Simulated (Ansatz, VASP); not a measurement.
## Two plane-wave programs on Be2TlSi2

```xyz
5
Lattice="-2.0163 2.0163 4.9437 2.0163 -2.0163 4.9437 2.0163 2.0163 -4.9437" Properties=species:S:1:pos:R:3 pbc="T T T"
Be    2.0163    0.0000    2.4718
Be    0.0000    2.0163    2.4718
Tl    0.0000    0.0000    0.0000
Si    0.0000    0.0000    6.1658
Si    0.0000    0.0000    3.7215
```

Alike in both runs: functional PBE; k mesh 6 × 6 × 6; occupations gaussian, width 0.1 eV; no spin polarisation.

Ansatz relaxed the structure, and its values are those at the end. VASP's run is a single point on that final structure, the one shown.

```csv
,VASP,Ansatz
version,VASP 6.6.1,Ansatz 0.2.0
potentials or method,"VASP PAW PBE potentials, release 64 (Be, Tl_d, Si), cutoff 520 eV","scalar-relativistic, plane waves, PAW"
valence electrons in the cell,25,25
```

|  | VASP | Ansatz | Ansatz less VASP |
| --- | --- | --- | --- |
| gap on the k mesh at the Fermi level (eV) | none | none | - |
| pressure (GPa) | -0.1 | -0.1 | +0.01 |
| rms of the force components (eV/Å) | 0.006 | 0.009 | +0.0028 |

A gap of «none» marks a metal or a gap that the smearing closes. With one functional, cell and mesh, what is left measures potentials, basis and numerics.

The k mesh is coarse, so the values compare programs but aren't converged. Neither program's run includes spin-orbit coupling.
